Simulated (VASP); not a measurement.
Wanted: the native input for a VASP 6.6.1 run.

- Task: single point
- Functional: r2SCAN
- Potentials or basis: VASP PAW PBE potentials, release 64 (Zn, S)
- Cutoff: 520 eV
- k mesh: 6 × 6 × 2
- Occupations: gaussian, width 0.05 eV
- Spin: no spin polarisation
- Dipole correction: no
- Further INCAR settings: ALGO = Normal; EDIFF = 1e-06; NBANDS = 46; ISYM = 0

The system is ZnS.

```xyz
8
Lattice="-2.6945 -2.6945 0.0000 2.6945 -2.6945 0.0000 1.3473 -1.3473 10.7781" Properties=species:S:1:pos:R:3 pbc="T T T"
Zn    0.0000   -2.6945    2.0209
Zn    0.0000    0.0000    4.7154
Zn    0.0000   -2.6945    7.4099
Zn    0.0000    0.0000   10.1044
S    -1.3473   -1.3473    3.3681
S     1.3473   -1.3473    6.0627
S    -1.3473   -1.3473    8.7572
S     1.3473   -1.3473    0.6736
```

One way to write it, as run:

POSCAR

```
ZnS
1.0
   -2.6945131931     -2.6945131931      0.0000000000
    2.6945131931     -2.6945131931      0.0000000000
    1.3472565966     -1.3472565966     10.7780527726
Zn S
4 4
Direct
    0.5000000000      0.4062500000      0.1875000000
    0.0000000000     -0.2187500000      0.4375000000
    0.5000000000      0.1562500000      0.6875000000
    0.0000000000     -0.4687500000      0.9375000000
    0.5000000000     -0.1562500000      0.3125000000
    0.0000000000      0.2187500000      0.5625000000
    0.5000000000     -0.4062500000      0.8125000000
    0.0000000000      0.4687500000      0.0625000000
```

INCAR.step1

```
SYSTEM = ZnS
ALGO = Normal
EDIFF = 1E-4
ENCUT = 520
GGA = PE
ISMEAR = 0
ISYM = 0
LASPH = .TRUE.
LCHARG = .FALSE.
LREAL = .FALSE.
LWAVE = .TRUE.
NBANDS = 46
NELM = 80
PREC = Accurate
SIGMA = 0.05
```

INCAR.step2

```
SYSTEM = ZnS
ALGO = Normal
EDIFF = 1E-6
ENCUT = 520
ISIF = 2
ISMEAR = 0
ISTART = 1
ISYM = 0
LASPH = .TRUE.
LCHARG = .FALSE.
LMIXTAU = .TRUE.
LREAL = .FALSE.
LWAVE = .FALSE.
METAGGA = R2SCAN
NBANDS = 46
NELM = 80
PREC = Accurate
SIGMA = 0.05
```

KPOINTS

```
k-points
0
G
  6 6 2
  0 0 0
```

Potentials or basis: VASP PAW PBE potentials, release 64 (Zn, S).

Run with:

```bash
$ cat potpaw_PBE.64/Zn/POTCAR potpaw_PBE.64/S/POTCAR > POTCAR
$ cp INCAR.step1 INCAR
$ mpirun -np 1 vasp_std > vasp.out
$ cp INCAR.step2 INCAR
$ mpirun -np 1 vasp_std > vasp.out
```

Results of the run:

```
Pressure               : 37.2 GPa
Largest force          : 77.525 eV/Å
Band gap on the k mesh : 2.55 eV
```

Caveat: atoms lie so close that the PAW spheres overlap strongly, which falsifies energies and pressures; the cell stands under pressure; the PAW data sets were made with another functional, which shifts forces and pressure a little.

Run time: 9.1 min on 1 thread of Intel(R) Xeon(R) Platinum 8488C (Sapphire Rapids), with other jobs on the host, peak memory 0.39 GiB.
